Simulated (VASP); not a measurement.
Runs of VASP 6.6.1 on Se. The structure is that of space group Im-3m (No. 229), or close to it. The cells are those of the table. 

| task | cell | k mesh | cutoff (eV) | gap on the mesh (eV) | pressure (GPa) |
| --- | --- | --- | --- | --- | --- |
| single point | a = 2.850 Å, angles 109.5°, 1 atom | 15 × 15 × 15 | 520 | none | 13.3 |
| single point | a = 2.893 Å, angles 109.5°, 1 atom | 15 × 15 × 15 | 520 | none | (a) |
| single point | a = 2.974 Å, angles 109.5°, 1 atom | 15 × 15 × 15 | 520 | none | 0.3 |
| single point | a = 2.974 Å, angles 109.5°, 1 atom | 21 × 21 × 21 | 520 | none | (c) |
| single point | a = 2.974 Å, angles 109.5°, 1 atom | 13 × 13 × 13 | 520 | none | -0.1 |
| single point | a = 3.052 Å, angles 109.5°, 1 atom | 15 × 15 × 15 | 520 | none | -4.6 |
| single point | a = 3.089 Å, angles 109.5°, 1 atom | 15 × 15 × 15 | 520 | none | -6.4 |
| single point | a = 3.013 Å, angles 109.5°, 1 atom | 15 × 15 × 15 | 520 | none | -2.4 |
| single point | a = 2.934 Å, angles 109.5°, 1 atom | 15 × 15 × 15 | 520 | none | (b) |
| relaxation of cell and atoms | relaxed from a = 3.048 Å, angles 109.5°, 1 atom | 13 × 13 × 13 | 600 | none | 0.0 |

Alike in all rows: level r2SCAN; potentials or basis VASP PAW PBE potentials, release 64 (Se); no spin polarisation; smearing fermi-dirac 0.1 eV.

Q: Estimate the missing entries.

A: (a) 8.0; (b) 3.7; (c) 0.1.

Caveats: the PAW data sets were made with another functional, which shifts forces and pressure a little.

A k mesh can miss the band edges, and the runs leave out spin-orbit coupling on Se.

A gap of «none» marks levels without a gap at the run's occupations.
